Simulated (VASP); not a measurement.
# ZnSe (ke600) (F-43m) in VASP: vibrations by perturbation theory with LDA

Aim: the vibrations by perturbation theory of ZnSe (ke600) with LDA.

All numbers are computed with VASP 6.6.1; they aren't measurements. Logs are shortened: lines on timing, memory, paths and dates and some standing lists are left out, and cuts for length are marked.

**1. The cell of the first run**

Symmetry: F-43m, No. 216, cubic system. The conventional cell has a = 5.567 Å, b = 5.567 Å, c = 5.567 Å, α = 90.00°, β = 90.00°, γ = 90.00°. Within 3.2 Å of Zn (site symmetry -43m) lie 4 Se at 2.41 Å. Within 3.2 Å of Se (site symmetry -43m) lie 4 Zn at 2.41 Å.

**2. Vibrations by perturbation theory, LDA**

INCAR

```
SYSTEM = ZnSe
PREC = Accurate ; ENCUT = 520
EDIFF = 1E-8 ; ISMEAR = 0
SIGMA = 0.01 ; LREAL = .False.
LASPH = .True. ; NELM = 80
ALGO = Normal ; ISIF = 2
LWAVE = .False. ; LCHARG = .False.
GGA = CA ; IBRION = 8
NSW = 1 ; LEPSILON = .True.
```

KPOINTS

```
regular mesh
0
Gamma
  8 8 8
  0 0 0
```

POSCAR

```
ZnSe
1.0
    0.0000000000      2.7835738992      2.7835738992
    2.7835738992      0.0000000000      2.7835738992
    2.7835738992      2.7835738992      0.0000000000
Zn Se
1 1
Direct
    0.0000000000      0.0000000000      0.0000000000
    0.2500000000      0.2500000000      0.2500000000
```

Potentials or basis: VASP PAW LDA potentials, release 64 (Zn, Se).

On the command line:

```
$ cat potpaw_LDA.64/Zn/POTCAR potpaw_LDA.64/Se/POTCAR > POTCAR
$ mpirun -np 1 vasp_std > vasp.out
```

OUTCAR:

```text
SYSTEM = ZnSe
   PREC = Accurate
   ENCUT = 520
   EDIFF = 1E-8
   ISMEAR = 0
   LREAL = .False.
   LASPH = .True.
   NELM = 80
   ISIF = 2
   GGA = CA
   IBRION = 8
   NSW = 1
   LEPSILON = .True.

 ion  position               nearest neighbor table
   1  0.000  0.000  0.000-   2 2.41   2 2.41   2 2.41   2 2.41
   2  0.250  0.250  0.250-   1 2.41   1 2.41   1 2.41   1 2.41

  LATTYP: Found a face centered cubic cell.
 ALAT       =     5.5671477984

  Lattice vectors:

 A1 = (   0.0000000000,   2.7835738992,   2.7835738992)
 A2 = (   2.7835738992,   0.0000000000,   2.7835738992)
 A3 = (   2.7835738992,   2.7835738992,   0.0000000000)

Analysis of symmetry for initial positions (statically):
=====================================================================
 Subroutine PRICEL returns:
 Original cell was already a primitive cell.

 Routine SETGRP: Setting up the symmetry group for a
 face centered cubic supercell.

 Subroutine GETGRP returns: Found 24 space group operations
 (whereof 24 operations were pure point group operations)
 out of a pool of 48 trial point group operations.

The static configuration has the point symmetry T_d .

Analysis of symmetry for dynamics (positions and initial velocities):
=====================================================================
 Subroutine PRICEL returns:
 Original cell was already a primitive cell.

 Routine SETGRP: Setting up the symmetry group for a
 face centered cubic supercell.

 Subroutine GETGRP returns: Found 24 space group operations
 (whereof 24 operations were pure point group operations)
 out of a pool of 48 trial point group operations.

The dynamic configuration has the point symmetry T_d .

 Subroutine INISYM returns: Found 24 space group operations
 (whereof 24 operations are pure point group operations),
 and found     1 'primitive' translations

[... 617 lines left out ...]
     0.00000 -6.29900  0.00207

 MACROSCOPIC STATIC DIELECTRIC TENSOR (including local field effects in DFT)
 ------------------------------------------------------
           8.070158    -0.000000    -0.000000
          -0.000000     8.070158    -0.000000
          -0.000000     0.000000     8.070158
 ------------------------------------------------------

 PIEZOELECTRIC TENSOR (including local field effects)  for field in x, y, z        (e  Angst)
          XX          YY          ZZ          XY          YZ          ZX
  --------------------------------------------------------------------------------
  x     0.00000     0.00000    -0.00000    -0.00000    -1.88518     0.00000
  y     0.00000    -0.00000     0.00000    -0.00000    -0.00000    -1.88518
  z     0.00000    -0.00000     0.00000    -1.88518    -0.00000    -0.00000

 PIEZOELECTRIC TENSOR (including local field effects)  for field in x, y, z        (C/m^2)
          XX          YY          ZZ          XY          YZ          ZX
  --------------------------------------------------------------------------------
  x     0.00000     0.00000    -0.00000    -0.00000    -0.70020     0.00000
  y     0.00000    -0.00000     0.00000    -0.00000    -0.00000    -0.70020
  z     0.00000    -0.00000     0.00000    -0.70020    -0.00000    -0.00000

 BORN EFFECTIVE CHARGES (including local field effects) (in |e|, cummulative output)
 ---------------------------------------------------------------------------------
 ion    1
    1     2.00443     0.00000     0.00000
    2     0.00000     2.00443     0.00000
    3     0.00000     0.00000     2.00443
 ion    2
    1    -2.00443     0.00000     0.00000
    2     0.00000    -2.00443     0.00000
    3     0.00000     0.00000    -2.00443

 INTERNAL STRAIN TENSOR FOR ION    2 for displacements in x,y,z  (eV/Angst):
          X           Y           Z          XY          YZ          ZX
  --------------------------------------------------------------------------------
  x     0.00000    -0.00000    -0.00000     0.00000    -6.29900     0.00000
  y    -0.00000     0.00000    -0.00000     0.00000     0.00000    -6.29900
  z    -0.00000    -0.00000     0.00000    -6.29900     0.00000     0.00000

 SECOND DERIVATIVES (NOT SYMMETRIZED)
 ------------------------------------
               1X          1Y          1Z          2X          2Y          2Z
  1X    -6.302377    0.000000    0.000000    6.302377    0.000000    0.000000
  1Y     0.000000   -6.302377    0.000000    0.000000    6.302377    0.000000
  1Z     0.000000    0.000000   -6.302377    0.000000    0.000000    6.302377
  2X     6.381726    0.000000    0.000000   -6.381726    0.000000    0.000000
  2Y     0.000000    6.381726    0.000000    0.000000   -6.381726    0.000000
  2Z     0.000000    0.000000    6.381726    0.000000    0.000000   -6.381726

 Eigenvectors and eigenvalues of the dynamical matrix
 ----------------------------------------------------

   1 f  =    6.580958 THz    41.349380 2PiTHz  219.517140 cm-1    27.216644 meV
             X         Y         Z           dx          dy          dz
      0.000000  0.000000  0.000000     0.737496    0.000000    0.000000
      1.391787  1.391787  1.391787    -0.675351    0.000000    0.000000
[... 21 lines left out ...]
   6 f/i=    0.020505 THz     0.128838 2PiTHz    0.683978 cm-1     0.084802 meV
             X         Y         Z           dx          dy          dz
      0.000000  0.000000  0.000000     0.011799   -0.424449    0.525170
      1.391787  1.391787  1.391787     0.012885   -0.463506    0.573496

--------------------------------------------------------------------------------------------------------

 MACROSCOPIC STATIC DIELECTRIC TENSOR IONIC CONTRIBUTION
 ------------------------------------------------------
           2.657488     0.000000     0.000000
           0.000000     2.657488     0.000000
           0.000000     0.000000     2.657488
 ------------------------------------------------------

 ELASTIC MODULI CONTR FROM IONIC RELAXATION (kBar)
 Direction    XX          YY          ZZ          XY          YZ          ZX
 --------------------------------------------------------------------------------
 XX          -0.0000      0.0000      0.0000     -0.0000      0.0000     -0.0000
 YY           0.0000     -0.0000      0.0000     -0.0000     -0.0000      0.0000
 ZZ           0.0000      0.0000     -0.0000      0.0000     -0.0000     -0.0000
 XY          -0.0000     -0.0000      0.0000   -232.4651      0.0000      0.0000
 YZ           0.0000     -0.0000     -0.0000      0.0000   -232.4651      0.0000
 ZX          -0.0000      0.0000     -0.0000      0.0000      0.0000   -232.4651
 --------------------------------------------------------------------------------

 PIEZOELECTRIC TENSOR IONIC CONTR  for field in x, y, z        (C/m^2)
          XX          YY          ZZ          XY          YZ          ZX
  --------------------------------------------------------------------------------
  x    -0.00000     0.00000     0.00000     0.00000     0.73958     0.00000
  y     0.00000    -0.00000     0.00000     0.00000     0.00000     0.73958
  z     0.00000     0.00000    -0.00000     0.73958     0.00000     0.00000
```

Wall time 10 min (1 thread of AMD EPYC 7R43 (Zen 3), shared host); peak memory 0.23 GiB.

What came out:

| Property | Result |
| --- | --- |
| Electronic dielectric tensor (diagonal) | 8.07 |
| Born charges (mean of the diagonal) | Zn +2.00; Se -2.00 e |
| Highest phonon frequency at Γ, LO-TO splitting left out | 220 cm⁻¹ |

Phonon frequencies in cm⁻¹ (negative: imaginary):
| q point | frequencies |
| --- | --- |
| (0.000, 0.000, 0.000) | -1 -1 -1 220 220 220 |

Electronic dielectric tensor:
```
8.07 0.00 0.00
0.00 8.07 0.00
0.00 0.00 8.07
```

Born effective charge tensors (e):
atom 1, Zn
```
2.00 0.00 0.00
0.00 2.00 0.00
0.00 0.00 2.00
```
atom 2, Se
```
-2.00  0.00  0.00
 0.00 -2.00  0.00
 0.00  0.00 -2.00
```
